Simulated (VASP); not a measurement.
# TaN (P-62m) in VASP: a series of runs, part 2 of 2

VASP 6.6.1. The steps go on from the part before.

### Step 4. Relaxation of cell and atoms, PBEsol

File INCAR:

```
ALGO     = Normal         # electronic algorithm
EDIFF    = 1E-6           # SCF threshold, eV
EDIFFG   = -0.015         # ionic threshold
ENCUT    = 600            # plane-wave cutoff, eV
GGA      = PS             # functional
IBRION   = 2              # ionic algorithm
ISIF     = 3              # what is computed and relaxed
ISMEAR   = 0              # smearing method
LASPH    = T              # aspherical terms in the spheres
LCHARG   = F              # write CHGCAR
LREAL    = F              # projectors in reciprocal space
LWAVE    = F              # write WAVECAR
NELM     = 60             # most SCF steps
NSW      = 80             # ionic steps
PREC     = Accurate       # precision mode
SIGMA    = 0.1            # smearing width, eV
```

File KPOINTS:

```
k-points
0
Gamma
  6 6 6
```

File POSCAR:

```
TaN
1.0
    2.5894604347     -4.4850770372      0.0000000000
   -5.1789208695      0.0000000000      0.0000000000
    0.0000000000      0.0000000000     -5.7919945460
Ta N
6 6
Direct
    0.3333333333      0.6666666667      0.2500000000
    0.3333333333      0.6666666667      0.7500000000
    0.6666666667      0.3333333333      0.2500000000
    0.6666666667      0.3333333333      0.7500000000
    0.0000000000      1.0000000000      0.5000000000
    0.0000000000      1.0000000000      0.0000000000
    0.0000000000      0.6066290588      0.5000000000
    0.0000000000      0.6066290588      0.0000000000
    0.3933709412      0.3933709412      0.5000000000
    0.3933709412      0.3933709412      0.0000000000
    0.6066290588      0.0000000000      0.5000000000
    0.6066290588      0.0000000000      0.0000000000
```

Potentials or basis: VASP PAW PBE potentials, release 64 (Ta_pv, N).

Command:

```sh
$ cat potpaw_PBE.64/Ta_pv/POTCAR potpaw_PBE.64/N/POTCAR > POTCAR
$ mpirun -np 1 vasp_std > vasp.out
```

OUTCAR:

```text
EDIFF = 1E-6
   EDIFFG = -0.015
   ENCUT = 600
   GGA = PS
   IBRION = 2
   ISIF = 3
   ISMEAR = 0
   LASPH = T
   LREAL = F
   NELM = 60
   NSW = 80
   PREC = Accurate

 ion  position               nearest neighbor table
   1  0.333  0.667  0.250-   7 2.15   8 2.15  11 2.15  12 2.15   9 2.15  10 2.15   2 2.90   2 2.90
                             3 2.99   3 2.99   3 2.99   5 3.32   6 3.32   6 3.32   5 3.32   6 3.32
   2  0.333  0.667  0.750-   7 2.15   8 2.15  11 2.15  12 2.15   9 2.15  10 2.15   1 2.90   1 2.90
                             4 2.99   4 2.99   4 2.99   5 3.32   6 3.32   6 3.32   5 3.32   6 3.32
   3  0.667  0.333  0.250-  11 2.15  12 2.15   7 2.15   8 2.15   9 2.15  10 2.15   4 2.90   4 2.90
                             1 2.99   1 2.99   1 2.99   5 3.32   6 3.32   5 3.32   6 3.32   5 3.32
   4  0.667  0.333  0.750-  11 2.15  12 2.15   7 2.15   8 2.15   9 2.15  10 2.15   3 2.90   3 2.90
                             2 2.99   2 2.99   2 2.99   5 3.32   6 3.32   5 3.32   6 3.32   5 3.32
   5  0.000  0.000  0.500-  11 2.04   7 2.04   9 2.04   6 2.90   6 2.90   2 3.32   3 3.32   4 3.32
                             1 3.32   4 3.32   3 3.32   1 3.32   2 3.32   3 3.32   4 3.32   2 3.32
   6  0.000  0.000  0.000-  12 2.04   8 2.04  10 2.04   5 2.90   5 2.90   2 3.32   3 3.32   4 3.32
                             1 3.32   4 3.32   3 3.32   1 3.32   2 3.32   3 3.32   4 3.32   2 3.32
   7  0.000  0.607  0.500-   5 2.04   2 2.15   1 2.15   4 2.15   3 2.15
   8  0.000  0.607  0.000-   6 2.04   2 2.15   1 2.15   4 2.15   3 2.15
   9  0.393  0.393  0.500-   5 2.04   4 2.15   3 2.15   2 2.15   1 2.15
  10  0.393  0.393  0.000-   6 2.04   4 2.15   3 2.15   2 2.15   1 2.15
  11  0.607  0.000  0.500-   5 2.04   4 2.15   3 2.15   2 2.15   1 2.15
[... 8 lines left out ...]
 A1 = (   2.5894604347,  -4.4850770372,   0.0000000000)
 A2 = (  -5.1789208695,   0.0000000000,   0.0000000000)
 A3 = (   0.0000000000,   0.0000000000,  -5.7919945460)

Analysis of symmetry for initial positions (statically):
=====================================================================
 Subroutine PRICEL returns following result:

  LATTYP: Found a hexagonal cell.
 ALAT       =     5.1789208695
 C/A-ratio  =     0.5591893265

  Lattice vectors:

 A1 = (   2.5894604347,  -4.4850770372,   0.0000000000)
 A2 = (  -5.1789208695,   0.0000000000,   0.0000000000)
 A3 = (   0.0000000000,   0.0000000000,  -2.8959972730)

   2 primitive cells build up your supercell.

 Routine SETGRP: Setting up the symmetry group for a
 hexagonal supercell.

 Subroutine GETGRP returns: Found 12 space group operations
 (whereof 12 operations were pure point group operations)
 out of a pool of 24 trial point group operations.

The static configuration has the point symmetry D_3h.

Analysis of symmetry for dynamics (positions and initial velocities):
=====================================================================
 Subroutine PRICEL returns following result:

  LATTYP: Found a hexagonal cell.
 ALAT       =     5.1789208695
 C/A-ratio  =     0.5591893265

  Lattice vectors:

 A1 = (   2.5894604347,  -4.4850770372,   0.0000000000)
 A2 = (  -5.1789208695,   0.0000000000,   0.0000000000)
 A3 = (   0.0000000000,   0.0000000000,  -2.8959972730)

   2 primitive cells build up your supercell.

 Routine SETGRP: Setting up the symmetry group for a
 hexagonal supercell.

 Subroutine GETGRP returns: Found 12 space group operations
 (whereof 12 operations were pure point group operations)
 out of a pool of 24 trial point group operations.

The dynamic configuration has the point symmetry D_3h.

[... 92 lines left out ...]
   dimension x,y,z NGXF=    84 NGYF=   84 NGZF=   96
   ions per type =               6   6
   NGX,Y,Z   is equivalent  to a cutoff of  13.48, 13.48, 13.78 a.u.
   NGXF,Y,Z  is equivalent  to a cutoff of  26.96, 26.96, 27.55 a.u.
 SYSTEM =  unknown system
   PREC   = accura    normal or accurate (medium, high low for compatibility)
   ISTART =      0    job   : 0-new  1-cont  2-samecut
   ICHARG =      2    charge: 1-file 2-atom 10-const
   ISPIN  =      1    spin polarized calculation?
   LNONCOLLINEAR =      F non collinear calculations
   LSORBIT =      F    spin-orbit coupling
   LASPH  =      T    aspherical Exc in radial PAW
   ENCUT  =  600.0 eV  44.10 Ry    6.64 a.u.  10.34 10.34 11.57*2*pi/ulx,y,z
   NELM   =     60;   NELMIN=  2; NELMDL= -5     # of ELM steps
   EDIFF  = 0.1E-05   stopping-criterion for ELM
   LREAL  =      F    real-space projection
   EDIFFG = -.1E-01   stopping-criterion for IOM
   NSW    =     80    number of steps for IOM
   IBRION =      2    ionic relax: 0-MD 1-quasi-New 2-CG
   NFREE  =      1    steps in history (QN), initial steepest desc. (CG)
   ISIF   =      3    stress and relaxation
   ISYM   =      2    0-nonsym 1-usesym 2-fastsym
   POTIM  = 0.5000    time-step for ionic-motion
   TEBEG  =    0.0;   TEEND  =   0.0 temperature during run
   PSTRESS=    0.0 pullay stress
   NELECT =      96.0000    total number of electrons
   NUPDOWN=      -1.0000    fix difference up-down
   EMIN   =  10.00;   EMAX   =-10.00  energy-range for DOS
   EFERMI =   0.00;   METHOD = LEGACY
   ISMEAR =     0;   SIGMA  =   0.10  broadening in eV -4-tet -1-fermi 0-gaus
   EFERMI_NEDOS =   21; number of points for ismear=-14 and -15
   IALGO  =     38    algorithm
   IMIX   =      4    mixing-type and parameters
     AMIX     =   0.40;   BMIX     =  1.00
     AMIX_MAG =   1.60;   BMIX_MAG =  1.00
  volume/ion in A,a.u.               =      11.21        75.66
  Fermi-wavevector in a.u.,A,eV,Ry     =   1.462916  2.764511 29.118154  2.140124
  Thomas-Fermi vector in A             =   2.579073
   LORBIT       =      0    0 simple, 1 ext, 2 COOP (PROOUT), +10 PAW based schemes
   GGA     = PS    functional components
   LHFCALC =     F    Hartree Fock is set to
   AEXX    =    0.0000 exact exchange contribution
   IVDW    =     0    specifies the selected vdW correction
   LEPSILON=     F    determine dielectric tensor
   LRPA    =     F    only Hartree local field effects (RPA)
 conjugate gradient relaxation of ions
 non-spin polarized calculation
 Gauss-broadening in eV      SIGMA  =   0.10
  energy-cutoff  :      600.00
  volume of cell :      134.54
 maximum number of plane-waves:      4529
 NGX is ok and might be reduce to    42
   NGX = 21   NGY = 21   NGZ = 23

--------------------------------------- Ionic step        1  -------------------------------------------

 number of electron      96.0000004 magnetization

 Free energy of the ion-electron system (eV)
  ---------------------------------------------------
  ext. energy  EPLUGINS =         0.00000000
  ---------------------------------------------------
  free energy    TOTEN  =      -142.91406039 eV

  energy without entropy =     -142.90999263  energy(sigma->0) =     -142.91202651

------------------------ aborting loop because EDIFF is reached ----------------------------------------

  FORCE on cell =-STRESS in cart. coord.  units (eV):
  Direction    XX          YY          ZZ          XY          YZ          ZX
  --------------------------------------------------------------------------------------
  -------------------------------------------------------------------------------------
  Total        0.7976818      0.7976818      0.3176661      0.0000000      0.0000000      0.0000000
  in kB        9.4995479      9.4995479      3.7830682      0.0000000      0.0000000      0.0000000
  external PRESSURE =       7.5940547 kB  Pullay stress =       0.0000000 kB
[... 125 lines left out ...]
--------------------------------------- Ionic step        4  -------------------------------------------

 number of electron      96.0000003 magnetization

 Free energy of the ion-electron system (eV)
  ---------------------------------------------------
  ext. energy  EPLUGINS =         0.00000000
  ---------------------------------------------------
  free energy    TOTEN  =      -142.91498460 eV

  energy without entropy =     -142.91086168  energy(sigma->0) =     -142.91292314

 E-fermi :   8.2692     XC(G=0): -13.2118

 val. band max:        8.1198851948   @ k =   0.1667   0.0000   0.1667
 cond. band min:       8.2742925181   @ k =   0.1667   0.0000   0.3333
 fundamental gap:      0.1544073234
 Fermi energy:         8.2691661008

 k-point     1 :       0.0000    0.0000    0.0000
  band No.  band energies     occupation
      1     -28.2459      2.00000
      2     -28.0461      2.00000
      3     -27.8964      2.00000
      4     -27.8964      2.00000
      5     -27.7376      2.00000
      6     -27.7376      2.00000
[... 1429 lines left out ...]
     56      10.6121      0.00000
     57      10.9665      0.00000

 [... further k-points ...]

------------------------ aborting loop because EDIFF is reached ----------------------------------------

  FORCE on cell =-STRESS in cart. coord.  units (eV):
  Direction    XX          YY          ZZ          XY          YZ          ZX
  --------------------------------------------------------------------------------------
  -------------------------------------------------------------------------------------
  Total       -0.0252629     -0.0252629      0.1231593     -0.0000000      0.0000000      0.0000000
  in kB       -0.3001757     -0.3001757      1.4633889     -0.0000000      0.0000000      0.0000000
  external PRESSURE =       0.2876792 kB  Pullay stress =       0.0000000 kB
[... 27 lines left out ...]
  FREE ENERGIE OF THE ION-ELECTRON SYSTEM (eV)
  ---------------------------------------------------
  free  energy   TOTEN  =      -142.9149846022 eV

  energy  without entropy=     -142.9108616789  energy(sigma->0) =     -142.91292314

 reached required accuracy - stopping structural energy minimisation
```

Run time: 5.5 min. Hardware: 1 thread of Intel Xeon 6975P-C (Granite Rapids), shared host; peak memory 0.41 GiB.

What came out:

```
Free energy                           : -142.9150 eV
Relaxed volume                        : 11.24 Å³/atom
Relaxed cell                          : a = 5.186 Å, b = 5.186 Å, c = 5.790 Å, α = 90.00°, β = 90.00°, γ = 120.00°
Space group after relaxing (to 0.1 Å) : P-62m (No. 189)
Energy gained by relaxing             : 0.1 meV/atom
Ionic steps                           : 4
Pressure after relaxing               : 0.0 GPa
Largest force after relaxing          : 0.007 eV/Å
Band gap on the k mesh                : zero (bands 48 and 49 overlap by 0.09 eV)
```

Forces in eV/Å, atoms in the order of the input:
```
Ta   0.000  0.000  0.000
Ta   0.000  0.000  0.000
Ta   0.000  0.000  0.000
Ta   0.000  0.000  0.000
Ta   0.000  0.000  0.000
Ta   0.000  0.000  0.000
N   -0.007  0.000  0.000
N   -0.007  0.000  0.000
N    0.003  0.006  0.000
N    0.003  0.006  0.000
N    0.003 -0.006  0.000
N    0.003 -0.006  0.000
```

The path:
| step | energy change (eV) | largest force (eV/Å) | pressure (GPa) | volume (Å³) |
| --- | --- | --- | --- | --- |
| 1 | 0.0000 | 0.0084 | 0.76 | 134.54 |
| 2 | 0.0033 | 0.0420 | -1.81 | 135.57 |
| 3 | -0.0009 | 0.0078 | -0.05 | 134.86 |
| 4 | -0.0009 | 0.0065 | 0.03 | 134.84 |

Final structure:
```
CELL_PARAMETERS angstrom
2.59277 -4.49080 0.00000
-5.18553 0.00000 0.00000
0.00000 0.00000 -5.79030
ATOMIC_POSITIONS crystal
Ta 0.33333 0.66667 0.25000
Ta 0.33333 0.66667 0.75000
Ta 0.66667 0.33333 0.25000
Ta 0.66667 0.33333 0.75000
Ta 0.00000 0.00000 0.50000
Ta 0.00000 0.00000 0.00000
N 0.00000 0.60666 0.50000
N 0.00000 0.60666 0.00000
N 0.39334 0.39334 0.50000
N 0.39334 0.39334 0.00000
N 0.60666 0.00000 0.50000
N 0.60666 0.00000 0.00000
```

Caveat: the PAW data sets were made with another functional, which shifts forces and pressure a little; spin-orbit coupling is left out, which moves the levels of the heavy elements.

### Step 5. Overview

```csv
task,cell,k mesh,cutoff (eV),gap on the mesh (eV),pressure (GPa),largest force (eV/Å)
single point,"a = 5.180, b = 5.180, c = 5.788 Å, angles 90.0, 90.0, 120.0°, 12 atoms, atomic positions A",6 × 6 × 6,520,none,0.9,0.01
single point,"a = 5.179, b = 5.179, c = 2.896 Å, angles 90.0, 90.0, 120.0°, 6 atoms, atomic positions B",12 × 12 × 12,520,none,0.9,0.01
relaxation of cell and atoms,"relaxed from a = 5.179, b = 5.179, c = 5.792 Å, angles 90.0, 90.0, 120.0°, 12 atoms, atomic positions A",6 × 6 × 6,600,none,0.0,0.01
```

Alike in all rows: level PBEsol; potentials or basis VASP PAW PBE potentials, release 64 (Ta_pv, N); no spin polarisation; smearing gaussian 0.1 eV.

Caveats: the PAW data sets were made with another functional, which shifts forces and pressure a little; spin-orbit coupling is left out, which moves the levels of the heavy elements.

Total energies depend on the potentials used, so only differences within one code and one set of settings carry meaning.
